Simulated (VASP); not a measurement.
Set up this calculation in VASP 6.6.1, as the native input.

| Property | Result |
| --- | --- |
| Task | single point |
| Functional | PBE |
| Potentials or basis | VASP PAW PBE potentials, release 64 (Mn_pv, Hg) |
| Cutoff | 520 eV |
| k mesh | 10 × 10 × 10 |
| Occupations | gaussian, width 0.05 eV |
| Spin | collinear spin, ferromagnetic start |
| Starting moments | [3.5, 0.0] μB |
| Dipole correction | no |
| Further INCAR settings | ALGO = Normal; EDIFF = 1e-07; NBANDS = 24 |

The structure of MnHg lies in POSCAR:

```
MnHg
1.0
    3.3150005801      0.0000000000      0.0000000000
    0.0000000000      3.3150005801      0.0000000000
    0.0000000000      0.0000000000      3.3150005801
Mn Hg
1 1
Direct
    0.5000000000      0.5000000000      0.5000000000
    0.0000000000      0.0000000000      0.0000000000
```

These files were run (other wordings do the same):

INCAR

```
  ALGO = Normal
  EDIFF = 1E-7
  ENCUT = 520
  GGA = PE
  ISIF = 2
  ISMEAR = 0
  ISPIN = 2
  LASPH = T
  LCHARG = T
  LELF = T
  LMAXMIX = 4
  LORBIT = 11
  LREAL = F
  LVHAR = T
  LWAVE = F
  MAGMOM = 3.5 0
  NBANDS = 24
  NELM = 150
  PREC = Accurate
  SIGMA = 0.05
```

KPOINTS

```
k-points
0
Gamma
  10 10 10
```

Potentials or basis: VASP PAW PBE potentials, release 64 (Mn_pv, Hg).

The run is started by

```console
$ cat potpaw_PBE.64/Mn_pv/POTCAR potpaw_PBE.64/Hg/POTCAR > POTCAR
$ mpirun -np 1 vasp_std > vasp.out
```

It gave:

```json
{
  "Pressure": "1.2 GPa",
  "Net moment": "3.94 μB per cell",
  "Site moments": "Mn +3.84; Hg -0.05 μB",
  "Valence electrons inside the program's atomic spheres": "Mn 11.40; Hg 10.59"
}
```

Wall time 80 s on 1 thread of Intel(R) Xeon(R) Platinum 8259CL CPU @ 2.50GHz (Skylake/Cascade Lake) (shared host), peak memory 0.22 GiB.
